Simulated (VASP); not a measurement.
Sc2GaN3: single point with PBE

Crystal: Sc2GaN3.

```
Sc Ga N
1.0
     4.04440    0.00000    0.00000
    -2.02220    3.50256    0.00000
     0.00000    0.00000    6.35773
Sc Ga N
2 1 3
Direct
  0.00000 0.00000 0.18855
  0.00000 0.00000 0.81145
  0.00000 0.00000 0.50000
  0.50000 0.00000 0.00000
  0.00000 0.50000 0.00000
  0.50000 0.50000 0.00000
```

The cell was built from a structure type or drawn by symmetry, and may not be a known phase.

```
Program                : VASP 6.6.1
Task                   : single point
Functional             : PBE
Potentials or basis    : VASP PAW PBE potentials, release 64 (Sc_sv, Ga_d, N)
Cutoff                 : 520 eV
k mesh                 : 6 × 6 × 4
Occupations            : gaussian, width 0.1 eV
Spin                   : no spin polarisation
Dipole correction      : no
Further INCAR settings : ALGO = Normal; EDIFF = 1e-07; NBANDS = 34
```

```yaml
Pressure: 19.6 GPa
Largest_force: 9.557 eV/Å
Band_gap_on_the_k_mesh: zero (bands 25 and 26 overlap by 1.38 eV)
```

Forces in eV/Å, atoms in the order of the input:
```
Sc   0.000  0.000 -9.557
Sc   0.000  0.000  9.557
Ga   0.000  0.000  0.000
N    0.000  0.000  0.000
N    0.000  0.000  0.000
N    0.000  0.000  0.000
```

Stress tensor (GPa, compression positive):
```
-10.32   0.00   0.00
  0.00 -10.32   0.00
  0.00   0.00  79.46
```

Levels at points of the mesh, in eV from the Fermi level:
```
           k point  band 23  band 24  band 25  band 26  band 27  band 28
(0.00, 0.00, 0.00)    -1.19     0.25     1.04     1.09     1.09     3.18
(0.50, 0.00, 0.00)    -1.89    -0.63    -0.17     0.12     0.85     1.58
(0.00, 0.00, 0.50)    -1.21    -0.94     0.98     0.98     1.19     3.16
(0.50, 0.00, 0.50)    -1.71    -1.11    -0.18    -0.04     0.00     0.39
```

It took 2 min on 1 thread of Intel Xeon 8259CL (shared host), peak memory 0.23 GiB.

Caveat: the cell stands under pressure; forces of over 1 eV/Å act on the atoms, so gaps and moduli don't describe the material at rest.
